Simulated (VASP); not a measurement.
Input of a VASP 6.6.1 run:

File INCAR:

```
SYSTEM = Mg
PREC     = Accurate       ! precision mode
ENCUT    = 520            ! plane-wave cutoff, eV
EDIFF    = 1E-8           ! SCF threshold, eV
ISMEAR   = -1             ! smearing method
SIGMA    = 0.08           ! smearing width, eV
LREAL    = .FALSE.        ! projectors in reciprocal space
LASPH    = .TRUE.         ! aspherical terms in the spheres
NELM     = 80             ! most SCF steps
ALGO     = Normal         ! electronic algorithm
ISIF     = 2              ! what is computed and relaxed
LWAVE    = .FALSE.        ! write WAVECAR
LCHARG   = .FALSE.        ! write CHGCAR
GGA      = PE             ! functional
LEFG     = .TRUE.       
NBANDS   = 9              ! bands
```

The input KPOINTS:

```
Automatic mesh
0
G
  12 12 7
  0 0 0
```

File POSCAR:

```
Mg
1.0
    3.2092715325      0.0000000000      0.0000000000
   -1.6046357662      2.7793106748      0.0000000000
    0.0000000000      0.0000000000      5.2103300000
Mg
2
Direct
    0.3333333333      0.6666666667      0.2500000000
    0.6666666667      0.3333333333      0.7500000000
```

Potentials or basis: VASP PAW PBE potentials, release 64 (Mg).

Run with:

```bash
$ cat potpaw_PBE.64/Mg/POTCAR > POTCAR
$ mpirun -np 1 vasp_std > vasp.out
```

Problem. Estimate the band gap on the k mesh.

Solution. Zero (band 2 reaches 3.57 eV, above the bottom of band 3 at 1.33 eV).

Problem. What does it give for the pressure?

Solution. -0.6 GPa.

Stress tensor (GPa, compression positive):
```
-0.31  0.00  0.00
 0.00 -0.31  0.00
 0.00  0.00 -1.09
```

Caveat: without QUAD_EFG the Cq values of the log hold for a quadrupole moment of 1 mb, not for the nuclei.
